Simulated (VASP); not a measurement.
## Zr: single point with PBEsol

Zr:

```
Zr
1.0
     3.30907    0.00240    0.01822
    -1.65246    2.77496    0.04151
     0.02909    0.09333    5.52324
Zr
2
Direct
  0.33333 0.66667 0.25000
  0.66667 0.33333 0.75000
```

```json
{
  "Program": "VASP 6.6.1",
  "Task": "single point",
  "Functional": "PBEsol",
  "Potentials or basis": "VASP PAW PBE potentials, release 64 (Zr_sv)",
  "Cutoff": "500 eV",
  "k mesh": "6 × 6 × 2",
  "Occupations": "gaussian, width 0.1 eV",
  "Spin": "no spin polarisation",
  "Dipole correction": "no",
  "Further INCAR settings": "ALGO = Normal; EDIFF = 1e-06; NBANDS = 19"
}
```

The pressure is -9.9 GPa. The largest force is 0.045 eV/Å and the band gap on the k mesh is zero (band 12 reaches 8.43 eV, above the bottom of band 13 at 7.83 eV).

Forces on the atoms (eV/Å):
```
Zr   0.002 -0.041  0.020
Zr  -0.002  0.041 -0.020
```

Stress tensor (GPa, compression positive):
```
-10.65  -0.04  -0.14
 -0.04  -7.91  -0.74
 -0.14  -0.74 -11.12
```

Levels at points of the mesh, in eV from the Fermi level:
```
           k point  band 8  band 9  band 10  band 11  band 12  band 13  band 14  band 15  band 16  band 17
(0.00, 0.00, 0.00)  -26.44   -5.46    -2.84     0.50     0.52     0.72     1.23     1.23     1.70     2.36
(0.50, 0.00, 0.00)  -26.55   -2.35    -2.23    -1.93    -0.17     0.41     0.87     1.23     4.65     4.76
(0.00, 0.50, 0.00)  -26.61   -2.31    -2.26    -1.92     0.01     0.46     0.74     1.29     4.56     4.89
(0.50, 0.50, 0.00)  -26.55   -2.35    -2.23    -1.93    -0.16     0.43     0.80     1.28     4.62     4.76
(0.00, 0.00, 0.50)  -26.47   -3.99    -3.99    -0.17    -0.16     0.72     0.77     1.19     1.24     3.42
(0.50, 0.00, 0.50)  -26.61   -2.63    -2.60    -1.08    -0.97     1.27     1.51     2.37     2.42     4.56
(0.00, 0.50, 0.50)  -26.66   -2.60    -2.56    -1.07    -0.93     1.44     1.74     2.10     2.16     4.61
(0.50, 0.50, 0.50)  -26.62   -2.62    -2.61    -1.04    -1.01     1.36     1.44     2.38     2.39     4.59
```

It took 39 s on 1 thread of Intel Xeon 8259CL, with other jobs on the host, peak memory 0.17 GiB.

Caveat: the k points lie up to 0.57 Å⁻¹ apart; the PAW data sets were made with another functional, which shifts forces and pressure a little.
